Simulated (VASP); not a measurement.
# BiTe (Fm-3m) in VASP: a series of runs, part 2 of 2

VASP 6.6.1. The steps go on from the part before.

## 3. Single point, revPBE+D4, non-collinear spin, typed start

This run uses another cell than the first one, of 34.53 Å³/atom, 1.020 times its volume.

Input file INCAR:

```
SYSTEM = BiTe
ALGO = Normal
EDIFF = 1E-6
ENCUT = 520
GGA = RE
ISIF = 2
ISMEAR = -5
IVDW = 13
LASPH = .TRUE.
LCHARG = .FALSE.
LNONCOLLINEAR = .TRUE.
LORBIT = 11
LREAL = .FALSE.
LWAVE = .FALSE.
MAGMOM = 0 0 0.5 0 0 0
NBANDS = 33
NELM = 150
PREC = Accurate
SIGMA = 0.05
```

Input file KPOINTS:

```
k-points
0
G
  7 7 7
  0 0 0
```

Input file POSCAR:

```
BiTe
1.0
    0.0000000000      3.2564244654      3.2564244654
    3.2564244654      0.0000000000      3.2564244654
    3.2564244654      3.2564244654      0.0000000000
Bi Te
1 1
Direct
    0.0000000000      0.0000000000      0.0000000000
    0.5000000000      0.5000000000      0.5000000000
```

Potentials or basis: VASP PAW PBE potentials, release 64 (Bi_d, Te).

Run with:

```console
$ cat potpaw_PBE.64/Bi_d/POTCAR potpaw_PBE.64/Te/POTCAR > POTCAR
$ mpirun -np 1 vasp_ncl > vasp.out
```

OUTCAR:

```text
SYSTEM = BiTe
   EDIFF = 1E-6
   ENCUT = 520
   GGA = RE
   ISIF = 2
   ISMEAR = -5
   IVDW = 13
   LASPH = .TRUE.
   LNONCOLLINEAR = .TRUE.
   LORBIT = 11
   LREAL = .FALSE.
   NELM = 150
   PREC = Accurate

 ion  position               nearest neighbor table
   1  0.000  0.000  0.000-   2 3.26   2 3.26   2 3.26   2 3.26   2 3.26   2 3.26
   2  0.500  0.500  0.500-   1 3.26   1 3.26   1 3.26   1 3.26   1 3.26   1 3.26

  LATTYP: Found a face centered cubic cell.
 ALAT       =     6.5128489308

  Lattice vectors:

 A1 = (   0.0000000000,   3.2564244654,   3.2564244654)
 A2 = (   3.2564244654,   0.0000000000,   3.2564244654)
 A3 = (   3.2564244654,   3.2564244654,   0.0000000000)

Analysis of symmetry for initial positions (statically):
=====================================================================
 Subroutine PRICEL returns:
 Original cell was already a primitive cell.

 Routine SETGRP: Setting up the symmetry group for a
 face centered cubic supercell.

 Subroutine GETGRP returns: Found 48 space group operations
 (whereof 48 operations were pure point group operations)
 out of a pool of 48 trial point group operations.

The static configuration has the point symmetry O_h .

Analysis of symmetry for dynamics (positions and initial velocities):
=====================================================================
 Subroutine PRICEL returns:
 Original cell was already a primitive cell.

 Routine SETGRP: Setting up the symmetry group for a
 face centered cubic supercell.

 Subroutine GETGRP returns: Found 48 space group operations
 (whereof 48 operations were pure point group operations)
 out of a pool of 48 trial point group operations.

The dynamic configuration has the point symmetry O_h .

Analysis of structural, dynamic, and magnetic symmetry:
=====================================================================
 Subroutine PRICEL returns:
 Original cell was already a primitive cell.

[... 160 lines left out ...]

 val. band max:        6.8224068404   @ k =  -0.2857   0.2857   0.0000
 cond. band min:       6.1299886397   @ k =   0.4286   0.0000   0.0000
 fundamental gap:     -0.6924182006
 Fermi energy:         6.6936905712

 k-point     1 :       0.0000    0.0000    0.0000
  band No.  band energies     occupation
      1     -16.7337      1.00000
      2     -16.7337      1.00000
      3     -16.7335      1.00000
      4     -16.7332      1.00000
      5     -16.7330      1.00000
      6     -16.7081      1.00000
[... 853 lines left out ...]
     32      15.2176      0.00000
     33      15.4430      0.00000

 [... further k-points ...]

------------------------ aborting loop because EDIFF is reached ----------------------------------------

  DFT-D4 for vdW energy calculation

  Edisp (eV):   -1.47836

  FORCE on cell =-STRESS in cart. coord.  units (eV):
  Direction    XX          YY          ZZ          XY          YZ          ZX
  --------------------------------------------------------------------------------------
  -------------------------------------------------------------------------------------
  Total      -1.14829    -1.14829    -1.20075     0.00000     0.00000     0.00000
  in kB     -26.63848   -26.63848   -27.85542     0.00000     0.00000     0.00000
  external pressure =      -27.04 kB  Pullay stress =        0.00 kB

 VOLUME and BASIS-vectors are now :
 -----------------------------------------------------------------------------
  energy-cutoff  :      520.00
  volume of cell :       69.06
      direct lattice vectors                 reciprocal lattice vectors
     0.000000000  3.256424465  3.256424465    -0.153542637  0.153542637  0.153542637
     3.256424465  0.000000000  3.256424465     0.153542637 -0.153542637  0.153542637
     3.256424465  3.256424465  0.000000000     0.153542637  0.153542637 -0.153542637

 POSITION                                       TOTAL-FORCE (eV/Angst)
 -----------------------------------------------------------------------------------
      0.00000      0.00000      0.00000        -0.000000      0.000000      0.000000
      3.25642      3.25642      3.25642         0.000000     -0.000000      0.000000
 -----------------------------------------------------------------------------------
    total drift:                               -0.000000      0.000000      0.000000

  FREE ENERGIE OF THE ION-ELECTRON SYSTEM (eV)
  ---------------------------------------------------
  free  energy   TOTEN  =        -8.0575258549 eV

  energy  without entropy=       -8.0575258549  energy(sigma->0) =       -8.05752585

 total charge

# of ion       s       p       d       tot
------------------------------------------
    1        1.577   1.188   9.922  12.686
    2        1.414   1.871   0.034   3.319
--------------------------------------------------
tot          2.991   3.059   9.956  16.005

 magnetization (x)

# of ion       s       p       d       tot
------------------------------------------
    1        0.000   0.000   0.000   0.000
    2        0.000   0.000   0.000   0.000
--------------------------------------------------
tot          0.000   0.000   0.000   0.000

 magnetization (y)

# of ion       s       p       d       tot
------------------------------------------
    1        0.000   0.000   0.000   0.000
    2        0.000   0.000   0.000   0.000
--------------------------------------------------
tot          0.000   0.000   0.000   0.000

 magnetization (z)

# of ion       s       p       d       tot
------------------------------------------
    1        0.002   0.128   0.001   0.130
    2        0.009  -0.005   0.006   0.010
--------------------------------------------------
tot          0.011   0.123   0.007   0.141
```

OSZICAR:

```text
N       E                     dE             d eps       ncg     rms          rms(c)
DAV:   1     0.197579792747E+03    0.19758E+03   -0.96878E+03  3432   0.128E+03
DAV:   2     0.137601530344E+02   -0.18382E+03   -0.17701E+03  3554   0.352E+02
DAV:   3    -0.572016393375E+01   -0.19480E+02   -0.18921E+02  4251   0.126E+02
[... 11 lines left out ...]
DAV:  15    -0.657915362158E+01   -0.42099E-05   -0.43169E-07  3477   0.363E-02    0.732E-03
DAV:  16    -0.657915870635E+01   -0.50848E-05   -0.13341E-06  3688   0.386E-02    0.601E-03
DAV:  17    -0.657915982660E+01   -0.11202E-05    0.27886E-06  4254   0.616E-02    0.759E-03
DAV:  18    -0.657916228947E+01   -0.24629E-05   -0.45825E-07  2520   0.176E-02    0.669E-03
DAV:  19    -0.657916272125E+01   -0.43177E-06   -0.18834E-07  2111   0.140E-02
   1 F= -.80575259E+01 E0= -.80575259E+01  d E =0.000000E+00  mag=    -0.0000    -0.0000     0.2783
```

Run time: 9.1 min. Hardware: 1 thread of Oxide Virtual Turin-like, shared host; peak memory 0.45 GiB.

What came out:

| Quantity | Value |
| --- | --- |
| Free energy | -8.0575 eV |
| Pressure | -2.7 GPa |
| Band gap on the k mesh | zero (band 21 reaches 9.07 eV, above the bottom of band 22 at 5.94 eV) |
| Net moment | 0.28 μB per cell |
| Valence electrons inside the program's atomic spheres | Bi 12.69; Te 3.32 |
| Dispersion energy per atom | -0.739 eV |

Stress tensor (GPa, compression positive):
```
-2.66  0.00  0.00
 0.00 -2.66  0.00
 0.00  0.00 -2.79
```

Levels at points of the mesh, in eV from the Fermi level:
| k point | band 16 | band 17 | band 18 | band 19 | band 20 | band 21 | band 22 | band 23 | band 24 | band 25 |
| --- | --- | --- | --- | --- | --- | --- | --- | --- | --- | --- |
| (0.00, 0.00, 0.00) | -2.73 | -2.73 | -2.66 | -2.66 | -2.66 | 1.85 | 1.85 | 1.85 | 1.99 | 1.99 |

Moments on the atoms (μB; x, y, z):
```
Bi  0.00 0.00 0.13
Te  0.00 0.00 0.01
```

Caveat: the PAW data sets were made with another functional, which shifts forces and pressure a little; spin-orbit coupling is left out, which moves the levels of the heavy elements; pairwise dispersion overbinds metals, which lowers pressure and volume; tetrahedron occupations give inexact forces and stress in metals.

## 4. Single point, revPBE+D4, non-collinear spin, typed start

This run uses another cell than the first one, of 35.21 Å³/atom, 1.040 times its volume.

Input file INCAR:

```
ALGO     = Normal         # electronic algorithm
EDIFF    = 1E-6           # SCF threshold, eV
ENCUT    = 520            # plane-wave cutoff, eV
GGA      = RE             # functional
ISIF     = 2              # what is computed and relaxed
ISMEAR   = -5             # smearing method
IVDW     = 13             # dispersion correction
LASPH    = True           # aspherical terms in the spheres
LCHARG   = True           # write CHGCAR
LNONCOLLINEAR= True           # non-collinear magnetism
LORBIT   = 11             # projections on sites
LREAL    = False          # projectors in reciprocal space
LVHAR    = True         
LWAVE    = False          # write WAVECAR
MAGMOM   = 0 0 0.5 0 0 0  # initial moments
NBANDS   = 33             # bands
NELM     = 150            # most SCF steps
PREC     = Accurate       # precision mode
SIGMA    = 0.05           # smearing width, eV
```

Input file KPOINTS:

```
k-points
0
Gamma
  7 7 7
```

Input file POSCAR:

```
BiTe
1.0
    0.0000000000      3.2775706714      3.2775706714
    3.2775706714      0.0000000000      3.2775706714
    3.2775706714      3.2775706714      0.0000000000
Bi Te
1 1
Direct
    0.0000000000      0.0000000000      0.0000000000
    0.5000000000      0.5000000000      0.5000000000
```

Run with:

```console
$ cat potpaw_PBE.64/Bi_d/POTCAR potpaw_PBE.64/Te/POTCAR > POTCAR
$ mpirun -np 1 vasp_ncl > vasp.out
```

Run time: 10 min. Hardware: 1 thread of Oxide Virtual Turin-like, shared host; peak memory 0.45 GiB.

It converged, with:

* Free energy: -8.0297 eV
* Pressure: -3.5 GPa
* Band gap on the k mesh: zero (band 21 reaches 8.84 eV, above the bottom of band 22 at 5.71 eV)
* Net moment: 0.29 μB per cell
* Valence electrons inside the program's atomic spheres: Bi 12.67; Te 3.31
* Dispersion energy per atom: -0.725 eV

Stress tensor (GPa, compression positive):
```
-3.50  0.00  0.00
 0.00 -3.50  0.00
 0.00  0.00 -3.39
```

Levels at points of the mesh, in eV from the Fermi level:
| k point | band 18 | band 19 | band 20 | band 21 | band 22 | band 23 |
| --- | --- | --- | --- | --- | --- | --- |
| (0.00, 0.00, 0.00) | -2.60 | -2.60 | -2.60 | 1.81 | 1.81 | 1.81 |

Moments on the atoms (μB; x, y, z):
```
Bi  0.00 0.00 0.13
Te  0.00 0.00 0.01
```

Caveat: the PAW data sets were made with another functional, which shifts forces and pressure a little; spin-orbit coupling is left out, which moves the levels of the heavy elements; pairwise dispersion overbinds metals, which lowers pressure and volume; tetrahedron occupations give inexact forces and stress in metals.

## 5. Overview

```tsv
cell	gap on the mesh (eV)	pressure (GPa)	moment (μB)
a = 4.575 Å, angles 60.0°, 2 atoms	none	-1.9	0.28
a = 4.605 Å, angles 60.0°, 2 atoms	none	-2.7	0.28
a = 4.635 Å, angles 60.0°, 2 atoms	none	-3.5	0.29
```

Alike in all rows: task single point; level revPBE+D4; potentials or basis VASP PAW PBE potentials, release 64 (Bi_d, Te); spin non-collinear, typed start; k mesh 7 × 7 × 7; cutoff (eV) 520; smearing tetrahedron.

Caveats: the PAW data sets were made with another functional, which shifts forces and pressure a little; spin-orbit coupling is left out, which moves the levels of the heavy elements; pairwise dispersion overbinds metals, which lowers pressure and volume; tetrahedron occupations give inexact forces and stress in metals.

Total energies depend on the potentials used, so only differences within one code and one set of settings carry meaning.
